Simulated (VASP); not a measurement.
Write the native input for VASP 6.6.1 that does the following.

```yaml
Task: single point
Functional: LDA
Potentials_or_basis: VASP PAW LDA potentials, release 64 (Zn, Sn_d)
Cutoff: 520 eV
k_mesh: 5 × 5 × 5
Occupations: methfessel-paxton, width 0.1 eV
Spin: no spin polarisation
Dipole_correction: no
Further_INCAR_settings: ALGO = Normal; EDIFF = 1e-07; NBANDS = 64
```

The structure of ZnSn3 lies in POSCAR:

```
ZnSn3
1.0
    6.3546443448      0.0000000000      0.0000000000
   -3.1773221724      5.5032834346      0.0000000000
    0.0000000000      0.0000000000      5.2771879050
Zn Sn
2 6
Direct
    0.6666666667      0.3333333333      0.2500000000
    0.3333333333      0.6666666667      0.7500000000
    0.3408408513      0.1704204257      0.7500000000
    0.8295795743      0.1704204257      0.7500000000
    0.8295795743      0.6591591487      0.7500000000
    0.6591591487      0.8295795743      0.2500000000
    0.1704204257      0.8295795743      0.2500000000
    0.1704204257      0.3408408513      0.2500000000
```

The input as run:

INCAR

```
SYSTEM = ZnSn3
ALGO     = Normal         ! electronic algorithm
EDIFF    = 1E-7           ! SCF threshold, eV
ENCUT    = 520            ! plane-wave cutoff, eV
ISIF     = 2              ! what is computed and relaxed
ISMEAR   = 1              ! smearing method
LASPH    = .TRUE.         ! aspherical terms in the spheres
LCHARG   = .FALSE.        ! write CHGCAR
LREAL    = .FALSE.        ! projectors in reciprocal space
LWAVE    = .FALSE.        ! write WAVECAR
NBANDS   = 64             ! bands
NELM     = 100            ! most SCF steps
PREC     = Accurate       ! precision mode
SIGMA    = 0.1            ! smearing width, eV
```

KPOINTS

```
k-points
0
G
  5 5 5
  0 0 0
```

Potentials or basis: VASP PAW LDA potentials, release 64 (Zn, Sn_d).

The run is started by

```bash
$ cat potpaw_LDA.64/Zn/POTCAR potpaw_LDA.64/Sn_d/POTCAR > POTCAR
$ mpirun -np 1 vasp_std > vasp.out
```

Results of the run:

The pressure is 0.0 GPa and the largest force is 0.010 eV/Å. The band gap on the k mesh is zero (band 54 reaches 8.45 eV, above the bottom of band 55 at 6.11 eV).

Caveat: spin-orbit coupling is left out, which moves the levels of the heavy elements.

Run time: 2.9 min on 1 thread of Intel(R) Xeon(R) Platinum 8175M CPU @ 2.50GHz (Skylake/Cascade Lake), with other jobs on the host, peak memory 0.3 GiB.
